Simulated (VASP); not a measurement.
# CdH2 (Fm-3m) in VASP: further runs

Aim: see how the results for CdH2 move with the level of theory and the settings. Levels: PBE, r2SCAN. Tasks: single point.

All numbers are computed with VASP 6.6.1; they aren't measurements. Logs are shortened: lines on timing, memory, paths and dates and some standing lists are left out, and cuts for length are marked.

### Step 1. The cell of the first run

Symmetry: Fm-3m, No. 225, cubic system. Conventional cell: a = 5.054 Å, b = 5.054 Å, c = 5.054 Å, α = 90.00°, β = 90.00°, γ = 90.00°. Within 2.9 Å of Cd (site symmetry m-3m) lie 8 H at 2.19 Å. Within 2.9 Å of H (site symmetry -43m) lie 4 Cd at 2.19 Å and 6 H at 2.53 Å.

### Step 2. Single point, PBE

File INCAR:

```
  PREC = Accurate
  ENCUT = 520
  EDIFF = 1E-6
  ISMEAR = -1
  SIGMA = 0.02
  LREAL = F
  LASPH = T
  NELM = 60
  ALGO = Normal
  ISIF = 2
  LWAVE = F
  LCHARG = F
  GGA = PE
  NBANDS = 14
```

File KPOINTS:

```
Automatic mesh
0
Gamma
  8 8 8
```

File POSCAR:

```
CdH2
1.0
    0.0000000000      2.5271675656      2.5271675656
    2.5271675656      0.0000000000      2.5271675656
    2.5271675656      2.5271675656      0.0000000000
Cd H
1 2
Direct
    0.0000000000      0.0000000000      0.0000000000
    0.2500000000      0.2500000000      0.2500000000
    0.7500000000      0.7500000000      0.7500000000
```

Potentials or basis: VASP PAW PBE potentials, release 64 (Cd, H).

Launch:

```bash
$ cat potpaw_PBE.64/Cd/POTCAR potpaw_PBE.64/H/POTCAR > POTCAR
$ mpirun -np 1 vasp_std > vasp.out
```

OUTCAR:

```text
PREC = Accurate
   ENCUT = 520
   EDIFF = 1E-6
   ISMEAR = -1
   LREAL = F
   LASPH = T
   NELM = 60
   ISIF = 2
   GGA = PE

 ion  position               nearest neighbor table
   1  0.000  0.000  0.000-   3 2.19   3 2.19   3 2.19   2 2.19   3 2.19   2 2.19   2 2.19   2 2.19

   2  0.250  0.250  0.250-   1 2.19   1 2.19   1 2.19   1 2.19
   3  0.750  0.750  0.750-   1 2.19   1 2.19   1 2.19   1 2.19

  LATTYP: Found a face centered cubic cell.
 ALAT       =     5.0543351312

  Lattice vectors:

 A1 = (   0.0000000000,   2.5271675656,   2.5271675656)
 A2 = (   2.5271675656,   0.0000000000,   2.5271675656)
 A3 = (   2.5271675656,   2.5271675656,   0.0000000000)

Analysis of symmetry for initial positions (statically):
=====================================================================
 Subroutine PRICEL returns:
 Original cell was already a primitive cell.

 Routine SETGRP: Setting up the symmetry group for a
 face centered cubic supercell.

 Subroutine GETGRP returns: Found 48 space group operations
 (whereof 48 operations were pure point group operations)
 out of a pool of 48 trial point group operations.

The static configuration has the point symmetry O_h .

Analysis of symmetry for dynamics (positions and initial velocities):
=====================================================================
 Subroutine PRICEL returns:
 Original cell was already a primitive cell.

 Routine SETGRP: Setting up the symmetry group for a
 face centered cubic supercell.

 Subroutine GETGRP returns: Found 48 space group operations
 (whereof 48 operations were pure point group operations)
 out of a pool of 48 trial point group operations.

The dynamic configuration has the point symmetry O_h .

 Subroutine INISYM returns: Found 48 space group operations
 (whereof 48 operations are pure point group operations),
 and found     1 'primitive' translations

----------------------------------------------------------------------------------------

                                     Primitive cell

  volume of cell :      32.2799

  direct lattice vectors                    reciprocal lattice vectors
     0.000000000  2.527167566  2.527167566    -0.197849959  0.197849959  0.197849959
     2.527167566  0.000000000  2.527167566     0.197849959 -0.197849959  0.197849959
     2.527167566  2.527167566  0.000000000     0.197849959  0.197849959 -0.197849959

  length of vectors
     3.573954646  3.573954646  3.573954646     0.342686182  0.342686182  0.342686182

  position of ions in fractional coordinates (direct lattice)
     0.000000000  0.000000000  0.000000000
     0.250000000  0.250000000  0.250000000
     0.750000000  0.750000000  0.750000000

  ion indices of the primitive-cell ions
   primitive index   ion index
                 1           1
                 2           2
                 3           3

----------------------------------------------------------------------------------------

 KPOINTS: Automatic mesh

Automatic generation of k-mesh.
 Grid dimensions read from file:
 generate k-points for:    8    8    8

 Generating k-lattice:

  Cartesian coordinates                     Fractional coordinates (reciprocal lattice)
    -0.024731245  0.024731245  0.024731245     0.125000000  0.000000000  0.000000000
     0.024731245 -0.024731245  0.024731245     0.000000000  0.125000000  0.000000000
     0.024731245  0.024731245 -0.024731245     0.000000000  0.000000000  0.125000000

  Length of vectors
     0.042835773  0.042835773  0.042835773

  Shift w.r.t. Gamma in fractional coordinates (k-lattice)
     0.000000000  0.000000000  0.000000000

 Subroutine IBZKPT returns following result:
 ===========================================

 Found     29 irreducible k-points:

 Following reciprocal coordinates:
            Coordinates               Weight
  0.000000  0.000000  0.000000      1.000000
  0.125000  0.000000  0.000000      8.000000
  0.250000  0.000000  0.000000      8.000000
  0.375000  0.000000  0.000000      8.000000
  0.500000  0.000000  0.000000      4.000000
  0.125000  0.125000  0.000000      6.000000
[... 16 lines left out ...]
  0.500000  0.250000  0.125000     48.000000
 -0.375000  0.250000  0.125000     24.000000
 [... further k-points ...]
   k-points           NKPTS =     29   k-points in BZ     NKDIM =     29   number of bands    NBANDS=     14
   number of dos      NEDOS =    301   number of ions     NIONS =      3
   total plane-waves  NPLWV =  21952
   dimension x,y,z NGX =    28 NGY =   28 NGZ =   28
   dimension x,y,z NGXF=    56 NGYF=   56 NGZF=   56
   ions per type =               1   2
   NGX,Y,Z   is equivalent  to a cutoff of  13.02, 13.02, 13.02 a.u.
   NGXF,Y,Z  is equivalent  to a cutoff of  26.05, 26.05, 26.05 a.u.
 SYSTEM =  unknown system
   PREC   = accura    normal or accurate (medium, high low for compatibility)
   ISTART =      0    job   : 0-new  1-cont  2-samecut
   ICHARG =      2    charge: 1-file 2-atom 10-const
   ISPIN  =      1    spin polarized calculation?
   LNONCOLLINEAR =      F non collinear calculations
   LSORBIT =      F    spin-orbit coupling
   LASPH  =      T    aspherical Exc in radial PAW
   ENCUT  =  520.0 eV  38.22 Ry    6.18 a.u.   6.65  6.65  6.65*2*pi/ulx,y,z
   NELM   =     60;   NELMIN=  2; NELMDL= -5     # of ELM steps
   EDIFF  = 0.1E-05   stopping-criterion for ELM
   LREAL  =      F    real-space projection
   EDIFFG = 0.1E-04   stopping-criterion for IOM
   NSW    =      0    number of steps for IOM
   IBRION =     -1    ionic relax: 0-MD 1-quasi-New 2-CG
   NFREE  =      0    steps in history (QN), initial steepest desc. (CG)
   ISIF   =      2    stress and relaxation
   ISYM   =      2    0-nonsym 1-usesym 2-fastsym
   POTIM  = 0.5000    time-step for ionic-motion
   TEBEG  =    0.0;   TEEND  =   0.0 temperature during run
   PSTRESS=    0.0 pullay stress
   NELECT =      14.0000    total number of electrons
   NUPDOWN=      -1.0000    fix difference up-down
   EMIN   =  10.00;   EMAX   =-10.00  energy-range for DOS
   EFERMI =   0.00;   METHOD = LEGACY
   ISMEAR =    -1;   SIGMA  =   0.02  broadening in eV -4-tet -1-fermi 0-gaus
   EFERMI_NEDOS =   21; number of points for ismear=-14 and -15
   IALGO  =     38    algorithm
   IMIX   =      4    mixing-type and parameters
     AMIX     =   0.40;   BMIX     =  1.00
     AMIX_MAG =   1.60;   BMIX_MAG =  1.00
  volume/ion in A,a.u.               =      10.76        72.61
  Fermi-wavevector in a.u.,A,eV,Ry     =   1.239196  2.341742 20.893211  1.535608
  Thomas-Fermi vector in A             =   2.373690
   LORBIT       =      0    0 simple, 1 ext, 2 COOP (PROOUT), +10 PAW based schemes
   GGA     = PE    functional components
   LHFCALC =     F    Hartree Fock is set to
   AEXX    =    0.0000 exact exchange contribution
   IVDW    =     0    specifies the selected vdW correction
   LEPSILON=     F    determine dielectric tensor
   LRPA    =     F    only Hartree local field effects (RPA)
 non-spin polarized calculation
  energy-cutoff  :      520.00
  volume of cell :       32.28
 maximum number of plane-waves:       893
   NGX = 13   NGY = 13   NGZ = 13

 number of electron      13.9999998 magnetization

 Free energy of the ion-electron system (eV)
  ---------------------------------------------------
  ext. energy  EPLUGINS =         0.00000000
  ---------------------------------------------------
  free energy    TOTEN  =        -5.80562638 eV

  energy without entropy =       -5.80304766  energy(sigma->0) =       -5.80433702

 E-fermi :   1.5442     XC(G=0): -10.0599

 val. band max:        1.5429099361   @ k =   0.5000   0.3750   0.0000
 cond. band min:       1.5896821069   @ k =  -0.1250   0.1250   0.0000
 fundamental gap:      0.0467721707
 Fermi energy:         1.5442127917

 k-point     1 :       0.0000    0.0000    0.0000
  band No.  band energies     occupation
      1      -8.0610      2.00000
      2      -7.1555      2.00000
      3      -7.1555      2.00000
      4      -7.1555      2.00000
      5      -6.8871      2.00000
      6      -6.8871      2.00000
      7       1.8890      0.00000
      8      12.1538      0.00000
      9      12.1610      0.00000
     10      12.1610      0.00000
     11      12.1610      0.00000
     12      13.8095      0.00000
     13      13.8095      0.00000
     14      13.8095      0.00000

 k-point     2 :       0.1250    0.0000    0.0000
  band No.  band energies     occupation
      1      -7.8104      2.00000
      2      -7.1956      2.00000
      3      -7.1257      2.00000
      4      -7.1257      2.00000
      5      -6.8902      2.00000
      6      -6.8902      2.00000
      7       1.8075      0.00000
      8       9.4177      0.00000
      9      11.2265      0.00000
     10      11.3689      0.00000
     11      11.3689      0.00000
     12      14.9445      0.00000
     13      14.9445      0.00000
     14      15.7370      0.00000

 k-point     3 :       0.2500    0.0000    0.0000
  band No.  band energies     occupation
      1      -7.6472      2.00000
      2      -7.0896      2.00000
      3      -7.0896      2.00000
      4      -6.8587      2.00000
      5      -6.8587      2.00000
      6      -6.6655      2.00000
      7       1.0527      2.00000
      8       7.2148      0.00000
      9       9.6671      0.00000
     10      10.4273      0.00000
     11      10.4273      0.00000
     12      14.5169      0.00000
     13      14.5169      0.00000
     14      17.1513      0.00000

 k-point     4 :       0.3750    0.0000    0.0000
  band No.  band energies     occupation
      1      -7.8153      2.00000
      2      -7.1020      2.00000
      3      -7.1020      2.00000
      4      -6.7746      2.00000
      5      -6.7746      2.00000
      6      -5.2177      2.00000
      7      -0.8647      2.00000
      8       6.7677      0.00000
      9       8.3688      0.00000
     10       9.8054      0.00000
     11       9.8054      0.00000
     12      13.5139      0.00000
     13      13.5139      0.00000
     14      18.9180      0.00000

 k-point     5 :       0.5000    0.0000    0.0000
  band No.  band energies     occupation
      1      -7.8927      2.00000
      2      -7.1144      2.00000
      3      -7.1144      2.00000
      4      -6.7313      2.00000
      5      -6.7313      2.00000
      6      -3.5670      2.00000
      7      -2.8028      2.00000
      8       7.0737      0.00000
      9       7.6325      0.00000
     10       9.5860      0.00000
     11       9.5860      0.00000
[... 276 lines left out ...]
 k-point    22 :       0.3750    0.2500    0.1250
  band No.  band energies     occupation
      1      -7.5043      2.00000
      2      -7.2510      2.00000
      3      -7.0510      2.00000
      4      -6.9517      2.00000
      5      -6.8392      2.00000
      6      -5.9008      2.00000
      7       1.0420      2.00000
      8       5.2774      0.00000
      9       7.3709      0.00000
     10       8.7661      0.00000
     11      11.7181      0.00000
     12      14.0953      0.00000
     13      16.0578      0.00000
     14      18.6491      0.00000

 k-point    23 :       0.5000    0.2500    0.1250
  band No.  band energies     occupation
      1      -7.6116      2.00000
      2      -7.2592      2.00000
      3      -7.0449      2.00000
      4      -6.9362      2.00000
      5      -6.7868      2.00000
      6      -4.4604      2.00000
      7      -0.4288      2.00000
      8       3.9605      0.00000
      9       6.2087      0.00000
     10       9.2143      0.00000
     11      11.1191      0.00000
     12      14.8002      0.00000
     13      16.8643      0.00000
     14      17.7741      0.00000

 k-point    24 :      -0.3750    0.2500    0.1250
  band No.  band energies     occupation
      1      -7.6677      2.00000
      2      -7.2663      2.00000
      3      -7.0040      2.00000
      4      -6.9675      2.00000
      5      -6.7497      2.00000
      6      -2.6521      2.00000
      7      -2.4174      2.00000
      8       3.7022      0.00000
      9       5.7563      0.00000
     10       9.5481      0.00000
     11      10.5831      0.00000
     12      16.2568      0.00000
     13      16.5427      0.00000
     14      18.3033      0.00000

 [... further k-points ...]
[... 5 lines left out ...]
  --------------------------------------------------------------------------------------
  -------------------------------------------------------------------------------------
  Total        0.4049599      0.4049599      0.4049599     -0.0000000      0.0000000      0.0000000
  in kB       20.0997424     20.0997424     20.0997424     -0.0000000      0.0000000      0.0000000
  external PRESSURE =      20.0997424 kB  Pullay stress =       0.0000000 kB

 VOLUME and BASIS-vectors are now :
 -----------------------------------------------------------------------------
  energy-cutoff  :      520.00
  volume of cell :       32.28
      direct lattice vectors                 reciprocal lattice vectors
     0.000000000  2.527167566  2.527167566    -0.197849959  0.197849959  0.197849959
     2.527167566  0.000000000  2.527167566     0.197849959 -0.197849959  0.197849959
     2.527167566  2.527167566  0.000000000     0.197849959  0.197849959 -0.197849959

 POSITION                                       TOTAL-FORCE (eV/Angst)
 -----------------------------------------------------------------------------------
      0.00000      0.00000      0.00000        -0.000000     -0.000000     -0.000000
      1.26358      1.26358      1.26358         0.000000      0.000000      0.000000
      3.79075      3.79075      3.79075         0.000000     -0.000000     -0.000000
 -----------------------------------------------------------------------------------
    total drift:                               -0.000000     -0.000000      0.000000

  FREE ENERGIE OF THE ION-ELECTRON SYSTEM (eV)
  ---------------------------------------------------
  free  energy   TOTEN  =        -5.8056263799 eV

  energy  without entropy=       -5.8030476561  energy(sigma->0) =       -5.80433702
```

It took 14 s on 1 thread of Intel Xeon Platinum 8488C (Sapphire Rapids), shared host; peak memory 0.15 GiB.

Results:

| Property | Result |
| --- | --- |
| Free energy | -5.8056 eV |
| Pressure | 2.0 GPa |
| Band gap on the k mesh | zero (band 7 reaches 1.89 eV, above the bottom of band 8 at 0.97 eV) |

Levels at points of the mesh, in eV from the Fermi level:
| k point | band 3 | band 4 | band 5 | band 6 | band 7 | band 8 | band 9 | band 10 | band 11 | band 12 |
| --- | --- | --- | --- | --- | --- | --- | --- | --- | --- | --- |
| (0.00, 0.00, 0.00) | -8.70 | -8.70 | -8.43 | -8.43 | 0.34 | 10.61 | 10.62 | 10.62 | 10.62 | 12.27 |
| (0.50, 0.00, 0.00) | -8.66 | -8.28 | -8.28 | -5.11 | -4.35 | 5.53 | 6.09 | 8.04 | 8.04 | 11.62 |
| (0.50, 0.50, 0.00) | -8.27 | -8.25 | -8.25 | -5.28 | -0.73 | 0.14 | 4.17 | 4.17 | 8.00 | 14.57 |

### Step 3. Single point, PBE

File INCAR:

```
SYSTEM = CdH2
PREC = Accurate ; ENCUT = 520
EDIFF = 1E-7 ; ISMEAR = -1
SIGMA = 0.02 ; LREAL = .FALSE.
LASPH = .TRUE. ; NELM = 100
ALGO = Normal ; ISIF = 2
LWAVE = .FALSE. ; LCHARG = .FALSE.
GGA = PE ; NBANDS = 14
```

File KPOINTS:

```
Automatic mesh
0
G
  8 8 8
  0 0 0
```

POSCAR is that of step 2.

Potentials or basis: VASP PAW PBE potentials, release 64 (Cd, H).

Launch:

```bash
$ cat potpaw_PBE.64/Cd/POTCAR potpaw_PBE.64/H/POTCAR > POTCAR
$ mpirun -np 1 vasp_std > vasp.out
```

Wall time 15 s (1 thread of Intel Xeon Platinum 8488C (Sapphire Rapids), shared host); peak memory 0.15 GiB.

The run converged. Its results:

```yaml
Free_energy: -5.8056 eV
Pressure: 2.0 GPa
Band_gap_on_the_k_mesh: zero (band 7 reaches 1.89 eV, above the bottom of band 8 at 0.97 eV)
```

Levels at points of the mesh, in eV from the Fermi level:
```tsv
k point	band 5	band 6	band 7	band 8	band 9	band 10
(0.00, 0.00, 0.00)	-8.43	-8.43	0.34	10.61	10.62	10.62
(0.50, 0.00, 0.00)	-8.28	-5.11	-4.35	5.53	6.09	8.04
(0.50, 0.50, 0.00)	-8.25	-5.28	-0.73	0.14	4.17	4.17
```

### Step 4. Single point, r2SCAN

POSCAR is that of step 3.

File INCAR.step1:

```
PREC = Accurate
ENCUT = 520
ISMEAR = -1
SIGMA = 0.02
LREAL = False
LASPH = True
NELM = 60
NBANDS = 14
GGA = PE
ALGO = Normal
EDIFF = 1E-4
LWAVE = True
LCHARG = False
```

File INCAR.step2:

```
PREC = Accurate
ENCUT = 520
EDIFF = 1E-6
ISMEAR = -1
SIGMA = 0.02
LREAL = False
LASPH = True
NELM = 60
ALGO = Normal
ISIF = 2
LWAVE = False
LCHARG = False
METAGGA = R2SCAN
LMIXTAU = True
NBANDS = 14
ISTART = 1
```

File KPOINTS:

```
regular mesh
0
Gamma
  8 8 8
```

Launch:

```bash
$ cat potpaw_PBE.64/Cd/POTCAR potpaw_PBE.64/H/POTCAR > POTCAR
$ cp INCAR.step1 INCAR
$ mpirun -np 1 vasp_std > vasp.out
$ cp INCAR.step2 INCAR
$ mpirun -np 1 vasp_std > vasp.out
```

Run time: 52 s. Hardware: 1 thread of Intel Xeon Platinum 8488C (Sapphire Rapids), shared host; peak memory 0.16 GiB.

It converged, with:

```yaml
Free_energy: -25.4224 eV
Pressure: 0.4 GPa
Band_gap_on_the_k_mesh: zero (band 7 reaches 1.76 eV, above the bottom of band 8 at 1.16 eV)
```

Levels at points of the mesh, in eV from the Fermi level:
```tsv
k point	band 5	band 6	band 7	band 8	band 9	band 10
(0.00, 0.00, 0.00)	-8.94	-8.94	0.20	11.17	11.23	11.23
(0.50, 0.00, 0.00)	-8.78	-5.39	-4.55	5.85	6.30	8.52
(0.50, 0.50, 0.00)	-8.76	-5.59	-0.57	-0.07	4.45	4.45
```

Caveat: the PAW data sets were made with another functional, which shifts forces and pressure a little.
